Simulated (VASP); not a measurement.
# MgO (P-1) in VASP: notebook

The runs below take MgO through single point, with PBE.

Everything below comes from runs of VASP 6.6.1. Logs are shortened: lines on timing, memory, paths and dates and some standing lists are left out, and cuts for length are marked.

**1. The cell of the first run**

The typed cell holds 12 atoms: a = 3.521 Å, b = 3.521 Å, c = 12.789 Å, α = 84.07°, β = 86.05°, γ = 60.00°.

**2. Single point, PBE (the part above a cut slid along it)**

Contents of INCAR:

```
PREC     = Accurate       # precision mode
ENCUT    = 520            # plane-wave cutoff, eV
EDIFF    = 1E-6           # SCF threshold, eV
ISMEAR   = 0              # smearing method
SIGMA    = 0.05           # smearing width, eV
LREAL    = False          # projectors in reciprocal space
LASPH    = True           # aspherical terms in the spheres
NELM     = 60             # most SCF steps
ALGO     = Normal         # electronic algorithm
ISIF     = 2              # what is computed and relaxed
LWAVE    = False          # write WAVECAR
LCHARG   = False          # write CHGCAR
GGA      = PE             # functional
NBANDS   = 36             # bands
```

Contents of KPOINTS:

```
regular mesh
0
Gamma
  7 7 2
```

Contents of POSCAR:

```
MgO
1.0
   -3.5213164963      0.0000000000      0.0000000000
   -1.7606582481     -3.0495495406      0.0000000000
   -0.8803291241     -1.0165165135     12.7181472718
Mg O
6 6
Direct
    0.6597208333      0.6388833333      0.0833500000
    0.6319430556      0.5277722222      0.4166833333
    0.6041652778      0.4166611111      0.7500166667
    0.2569430556      0.0277722222      0.9166833333
    0.3124986111      0.2499944444      0.2500166667
    0.2847208333      0.1388833333      0.5833500000
    0.5902763889      0.3611055556      0.9166833333
    0.6458319444      0.5833277778      0.2500166667
    0.6180541667      0.4722166667      0.5833500000
    0.3263875000      0.3055500000      0.0833500000
    0.2986097222      0.1944388889      0.4166833333
    0.2708319444      0.0833277778      0.7500166667
```

Potentials or basis: VASP PAW PBE potentials, release 64 (Mg, O).

On the command line:

```console
$ cat potpaw_PBE.64/Mg/POTCAR potpaw_PBE.64/O/POTCAR > POTCAR
$ mpirun -np 1 vasp_std > vasp.out
```

OUTCAR:

```text
PREC = Accurate
   ENCUT = 520
   EDIFF = 1E-6
   ISMEAR = 0
   LREAL = False
   LASPH = True
   NELM = 60
   ISIF = 2
   GGA = PE

 ion  position               nearest neighbor table
   1  0.660  0.639  0.083-  10 2.03  10 2.03  10 2.03   8 2.12   7 2.51   4 2.51   5 2.94   5 2.94
                             5 2.94   4 3.07   4 3.54
   2  0.632  0.528  0.417-  11 2.03  11 2.03  11 2.03   8 2.12   9 2.12   5 2.94   5 2.94   5 2.94
                             6 2.94   6 2.94   6 2.94
   3  0.604  0.417  0.750-  12 2.03  12 2.03  12 2.03   7 2.12   9 2.12   4 2.94   4 2.94   4 2.94
                             6 2.94   6 2.94   6 2.94
   4  0.257  0.028  0.917-   7 2.03   7 2.03   7 2.03  12 2.12   1 2.51  10 2.51   3 2.94   3 2.94
                             3 2.94   1 3.07   1 3.54
   5  0.312  0.250  0.250-   8 2.03   8 2.03   8 2.03  11 2.12  10 2.12   2 2.94   2 2.94   2 2.94
                             1 2.94   1 2.94   1 2.94
   6  0.285  0.139  0.583-   9 2.03   9 2.03   9 2.03  12 2.12  11 2.12   2 2.94   3 2.94   3 2.94
                             2 2.94   2 2.94   3 2.94
   7  0.590  0.361  0.917-   4 2.03   4 2.03   4 2.03   3 2.12   1 2.51
   8  0.646  0.583  0.250-   5 2.03   5 2.03   5 2.03   2 2.12   1 2.12
   9  0.618  0.472  0.583-   6 2.03   6 2.03   6 2.03   3 2.12   2 2.12
  10  0.326  0.306  0.083-   1 2.03   1 2.03   1 2.03   5 2.12   4 2.51
  11  0.299  0.194  0.417-   2 2.03   2 2.03   2 2.03   5 2.12   6 2.12
  12  0.271  0.083  0.750-   3 2.03   3 2.03   3 2.03   4 2.12   6 2.12

  LATTYP: Found a triclinic cell.
 ALAT       =     3.5213164963
 B/A-ratio  =     1.7320508076
 C/A-ratio  =     4.3232670393
 COS(alpha) =     0.0166931126
 COS(beta)  =     0.2891331922
 COS(gamma) =     0.8660254038

  Lattice vectors:

 A1 = (   3.5213164963,   0.0000000000,   0.0000000000)
 A2 = (   5.2819747445,  -3.0495495406,   0.0000000000)
 A3 = (   4.4016456203,   7.1156155947, -12.7181472718)

Analysis of symmetry for initial positions (statically):
=====================================================================
 Subroutine PRICEL returns:
 Original cell was already a primitive cell.

 Routine SETGRP: Setting up the symmetry group for a
 triclinic supercell.

 Subroutine GETGRP returns: Found  2 space group operations
 (whereof  1 operations were pure point group operations)
 out of a pool of  2 trial point group operations.

The static configuration has the point symmetry C_1 .
 The point group associated with its full space group is S_2 .

Analysis of symmetry for dynamics (positions and initial velocities):
=====================================================================
 Subroutine PRICEL returns:
 Original cell was already a primitive cell.

 Routine SETGRP: Setting up the symmetry group for a
 triclinic supercell.

 Subroutine GETGRP returns: Found  2 space group operations
 (whereof  1 operations were pure point group operations)
 out of a pool of  2 trial point group operations.

The dynamic configuration has the point symmetry C_1 .
 The point group associated with its full space group is S_2 .

 Subroutine INISYM returns: Found  2 space group operations
 (whereof  1 operations are pure point group operations),
 and found     1 'primitive' translations

----------------------------------------------------------------------------------------

                                     Primitive cell

  volume of cell :     136.5729

  direct lattice vectors                    reciprocal lattice vectors
    -3.521316496  0.000000000  0.000000000    -0.283984697  0.163958642 -0.006552317
    -1.760658248 -3.049549541  0.000000000     0.000000000 -0.327917283 -0.026209268
    -0.880329124 -1.016516514 12.718147272     0.000000000  0.000000000  0.078627805

  length of vectors
     3.521316496  3.521316496 12.789040434     0.327982739  0.328963023  0.078627805

  position of ions in fractional coordinates (direct lattice)
     0.659720833  0.638883333  0.083350000
     0.631943056  0.527772222  0.416683333
     0.604165278  0.416661111  0.750016667
     0.256943056  0.027772222  0.916683333
     0.312498611  0.249994444  0.250016667
     0.284720833  0.138883333  0.583350000
     0.590276389  0.361105556  0.916683333
     0.645831944  0.583327778  0.250016667
     0.618054167  0.472216667  0.583350000
     0.326387500  0.305550000  0.083350000
     0.298609722  0.194438889  0.416683333
[... 29 lines left out ...]
     0.000000000 -0.046845326 -0.003744181     0.000000000  0.142857143  0.000000000
     0.000000000  0.000000000  0.039313902     0.000000000  0.000000000  0.500000000

  Length of vectors
     0.046854677  0.046994718  0.039313902

  Shift w.r.t. Gamma in fractional coordinates (k-lattice)
     0.000000000  0.000000000  0.000000000

 Subroutine IBZKPT returns following result:
 ===========================================

 Found     50 irreducible k-points:

 Following reciprocal coordinates:
            Coordinates               Weight
  0.000000  0.000000  0.000000      1.000000
  0.142857  0.000000  0.000000      2.000000
  0.285714  0.000000  0.000000      2.000000
  0.428571  0.000000  0.000000      2.000000
  0.000000  0.142857 -0.000000      2.000000
  0.142857  0.142857 -0.000000      2.000000
[... 16 lines left out ...]
 -0.428571  0.428571  0.000000      2.000000
 -0.285714  0.428571 -0.000000      2.000000
 [... further k-points ...]
   k-points           NKPTS =     50   k-points in BZ     NKDIM =     50   number of bands    NBANDS=     36
   number of dos      NEDOS =    301   number of ions     NIONS =     12
   total plane-waves  NPLWV =  75264
   dimension x,y,z NGX =    28 NGY =   28 NGZ =   96
   dimension x,y,z NGXF=    56 NGYF=   56 NGZF=  192
   ions per type =               6   6
   NGX,Y,Z   is equivalent  to a cutoff of  13.22, 13.22, 12.48 a.u.
   NGXF,Y,Z  is equivalent  to a cutoff of  26.44, 26.44, 24.96 a.u.
 SYSTEM =  unknown system
   PREC   = accura    normal or accurate (medium, high low for compatibility)
   ISTART =      0    job   : 0-new  1-cont  2-samecut
   ICHARG =      2    charge: 1-file 2-atom 10-const
   ISPIN  =      1    spin polarized calculation?
   LNONCOLLINEAR =      F non collinear calculations
   LSORBIT =      F    spin-orbit coupling
   LASPH  =      T    aspherical Exc in radial PAW
   ENCUT  =  520.0 eV  38.22 Ry    6.18 a.u.   6.55  6.55 23.78*2*pi/ulx,y,z
   NELM   =     60;   NELMIN=  2; NELMDL= -5     # of ELM steps
   EDIFF  = 0.1E-05   stopping-criterion for ELM
   LREAL  =      F    real-space projection
   EDIFFG = 0.1E-04   stopping-criterion for IOM
   NSW    =      0    number of steps for IOM
   IBRION =     -1    ionic relax: 0-MD 1-quasi-New 2-CG
   NFREE  =      0    steps in history (QN), initial steepest desc. (CG)
   ISIF   =      2    stress and relaxation
   ISYM   =      2    0-nonsym 1-usesym 2-fastsym
   POTIM  = 0.5000    time-step for ionic-motion
   TEBEG  =    0.0;   TEEND  =   0.0 temperature during run
   PSTRESS=    0.0 pullay stress
   NELECT =      48.0000    total number of electrons
   NUPDOWN=      -1.0000    fix difference up-down
   EMIN   =  10.00;   EMAX   =-10.00  energy-range for DOS
   EFERMI =   0.00;   METHOD = LEGACY
   ISMEAR =     0;   SIGMA  =   0.05  broadening in eV -4-tet -1-fermi 0-gaus
   EFERMI_NEDOS =   21; number of points for ismear=-14 and -15
   IALGO  =     38    algorithm
   IMIX   =      4    mixing-type and parameters
     AMIX     =   0.40;   BMIX     =  1.00
     AMIX_MAG =   1.60;   BMIX_MAG =  1.00
  volume/ion in A,a.u.               =      11.38        76.80
  Fermi-wavevector in a.u.,A,eV,Ry     =   1.155315  2.183229 18.160411  1.334753
  Thomas-Fermi vector in A             =   2.291944
   LORBIT       =      0    0 simple, 1 ext, 2 COOP (PROOUT), +10 PAW based schemes
   GGA     = PE    functional components
   LHFCALC =     F    Hartree Fock is set to
   AEXX    =    0.0000 exact exchange contribution
   IVDW    =     0    specifies the selected vdW correction
   LEPSILON=     F    determine dielectric tensor
   LRPA    =     F    only Hartree local field effects (RPA)
 non-spin polarized calculation
 Gauss-broadening in eV      SIGMA  =   0.05
  energy-cutoff  :      520.00
  volume of cell :      136.57
 maximum number of plane-waves:      3724
 NGX is ok and might be reduce to    28
   NGX = 13   NGY = 13   NGZ = 47

 number of electron      47.9999988 magnetization

 Free energy of the ion-electron system (eV)
  ---------------------------------------------------
  ext. energy  EPLUGINS =         0.00000000
  ---------------------------------------------------
  free energy    TOTEN  =       -68.86057655 eV

  energy without entropy =      -68.86057655  energy(sigma->0) =      -68.86057655

 E-fermi :   2.7428     XC(G=0):  -9.9535

 val. band max:        2.5319202564   @ k =   0.0000   0.0000   0.0000
 cond. band min:       4.5552292976   @ k =   0.0000   0.0000   0.0000
 fundamental gap:      2.0233090412
 Fermi energy:         2.7427625836

 k-point     1 :       0.0000    0.0000    0.0000
  band No.  band energies     occupation
      1     -14.9255      2.00000
      2     -14.6089      2.00000
      3     -14.5457      2.00000
      4     -13.9254      2.00000
      5     -13.8283      2.00000
      6     -13.4710      2.00000
[... 925 lines left out ...]
     35      12.9105      0.00000
     36      13.0727      0.00000

 [... further k-points ...]

------------------------ aborting loop because EDIFF is reached ----------------------------------------

  FORCE on cell =-STRESS in cart. coord.  units (eV):
  Direction    XX          YY          ZZ          XY          YZ          ZX
  --------------------------------------------------------------------------------------
  -------------------------------------------------------------------------------------
  Total       -1.5304625     -4.0400796      6.6039427     -2.2643981      2.8151258      3.2996901
  in kB      -17.9543075    -47.3953676     77.4728045    -26.5643240     33.0250735     38.7096396
  external PRESSURE =       4.0410431 kB  Pullay stress =       0.0000000 kB

 VOLUME and BASIS-vectors are now :
 -----------------------------------------------------------------------------
  energy-cutoff  :      520.00
  volume of cell :      136.57
      direct lattice vectors                 reciprocal lattice vectors
    -3.521316496  0.000000000  0.000000000    -0.283984697  0.163958642 -0.006552317
    -1.760658248 -3.049549541  0.000000000     0.000000000 -0.327917283 -0.026209268
    -0.880329124 -1.016516514 12.718147272     0.000000000  0.000000000  0.078627805

 POSITION                                       TOTAL-FORCE (eV/Angst)
 -----------------------------------------------------------------------------------
     -3.52132     -2.03303      1.06006        -0.407338      0.919885      1.627935
     -3.52132     -2.03303      5.29944         0.002163     -0.000142      0.003355
     -3.52132     -2.03303      9.53882        -0.050579     -0.016673     -0.063306
     -1.76066     -1.01652     11.65851         0.407338     -0.919885     -1.627935
     -1.76066     -1.01652      3.17975         0.050579      0.016673      0.063306
     -1.76066     -1.01652      7.41913        -0.002163      0.000142     -0.003355
     -3.52132     -2.03303     11.65851        -1.637253     -0.381811     -1.579663
     -3.52132     -2.03303      3.17975         0.055363     -0.005731     -0.013975
     -3.52132     -2.03303      7.41913         0.000056      0.000983     -0.002749
     -1.76066     -1.01652      1.06006         1.637253      0.381811      1.579663
     -1.76066     -1.01652      5.29944        -0.000056     -0.000983      0.002749
     -1.76066     -1.01652      9.53882        -0.055363      0.005731      0.013975
 -----------------------------------------------------------------------------------
    total drift:                               -0.000025      0.000011      0.000018

  FREE ENERGIE OF THE ION-ELECTRON SYSTEM (eV)
  ---------------------------------------------------
  free  energy   TOTEN  =       -68.8605765537 eV

  energy  without entropy=      -68.8605765537  energy(sigma->0) =      -68.86057655
```

Run time: 7.6 min. Hardware: 1 thread of Intel Xeon 8259CL, shared host; peak memory 0.37 GiB.

Results:

```yaml
Free_energy: -68.8606 eV
Pressure: 0.4 GPa
Largest_force: 2.307 eV/Å
Band_gap_on_the_k_mesh: 2.02 eV
```

Forces on the atoms (eV/Å):
```
Mg  -0.407  0.920  1.628
Mg   0.002  0.000  0.003
Mg  -0.051 -0.017 -0.063
Mg   0.407 -0.920 -1.628
Mg   0.051  0.017  0.063
Mg  -0.002  0.000 -0.003
O   -1.637 -0.382 -1.580
O    0.055 -0.006 -0.014
O    0.000  0.001 -0.003
O    1.637  0.382  1.580
O    0.000 -0.001  0.003
O   -0.055  0.006  0.014
```

Stress tensor (GPa, compression positive):
```
-1.80 -2.66  3.87
-2.66 -4.74  3.30
 3.87  3.30  7.75
```

Caveat: the cell differs from its parent crystal (the part above a cut slid along it); the stress differs along the axes, from -5 to 8 GPa; forces of over 1 eV/Å act on the atoms, so gaps and moduli don't describe the material at rest. A k mesh can miss the band edges.

**3. Single point, PBE (the part above a cut slid along it)**

Contents of INCAR:

```
  ALGO = Normal
  EDIFF = 1E-6
  ENCUT = 520
  GGA = PE
  ISIF = 2
  ISMEAR = 0
  LASPH = True
  LCHARG = True
  LELF = True
  LREAL = False
  LVHAR = True
  LWAVE = False
  NBANDS = 36
  NELM = 60
  PREC = Accurate
  SIGMA = 0.05
```

Contents of KPOINTS:

```
k-points
0
Gamma
  7 7 2
```

Contents of POSCAR:

```
MgO
1.0
   -3.5213164963      0.0000000000      0.0000000000
   -1.7606582481     -3.0495495406      0.0000000000
   -1.4672152068     -1.0165165135     12.7181472718
Mg O
6 6
Direct
    0.6458291667      0.6388833333      0.0833500000
    0.5624958333      0.5277722222      0.4166833333
    0.4791625000      0.4166611111      0.7500166667
    0.1041625000      0.0277722222      0.9166833333
    0.2708291667      0.2499944444      0.2500166667
    0.1874958333      0.1388833333      0.5833500000
    0.4374958333      0.3611055556      0.9166833333
    0.6041625000      0.5833277778      0.2500166667
    0.5208291667      0.4722166667      0.5833500000
    0.3124958333      0.3055500000      0.0833500000
    0.2291625000      0.1944388889      0.4166833333
    0.1458291667      0.0833277778      0.7500166667
```

Potentials or basis: VASP PAW PBE potentials, release 64 (Mg, O).

On the command line:

```console
$ cat potpaw_PBE.64/Mg/POTCAR potpaw_PBE.64/O/POTCAR > POTCAR
$ mpirun -np 1 vasp_std > vasp.out
```

It took 8 min on 1 thread of Intel Xeon 8259CL, shared host; peak memory 0.37 GiB.

Results (log left out):

| Property | Result |
| --- | --- |
| Free energy | -68.1013 eV |
| Pressure | 1.4 GPa |
| Largest force | 3.573 eV/Å |
| Band gap on the k mesh | 1.07 eV (least direct gap 1.11 eV) |

Forces on the atoms (eV/Å):
```
Mg  -0.160  0.129  1.640
Mg   0.001  0.000  0.006
Mg  -0.030 -0.002 -0.109
Mg   0.160 -0.129 -1.640
Mg   0.030  0.002  0.109
Mg  -0.001  0.000 -0.006
O   -1.010 -0.060 -3.426
O    0.033 -0.001 -0.022
O    0.000  0.000 -0.004
O    1.010  0.060  3.426
O    0.000  0.000  0.004
O   -0.033  0.001  0.022
```

Stress tensor (GPa, compression positive):
```
-3.93 -1.39  2.60
-1.39 -4.45  0.48
 2.60  0.48 12.72
```

Levels at points of the mesh, in eV from the valence-band top:
```tsv
k point	band 21	band 22	band 23	band 24	band 25	band 26	band 27	band 28
(0.00, 0.00, 0.00)	-1.81	-1.80	-1.75	-0.04	1.07	3.17	3.90	5.97
(0.00, 0.00, 0.50)	-1.74	-1.70	-1.55	-0.25	1.23	2.88	4.53	5.01
```

Caveat: the cell differs from its parent crystal (the part above a cut slid along it); the stress differs along the axes, from -4 to 13 GPa; forces of over 1 eV/Å act on the atoms, so gaps and moduli don't describe the material at rest.
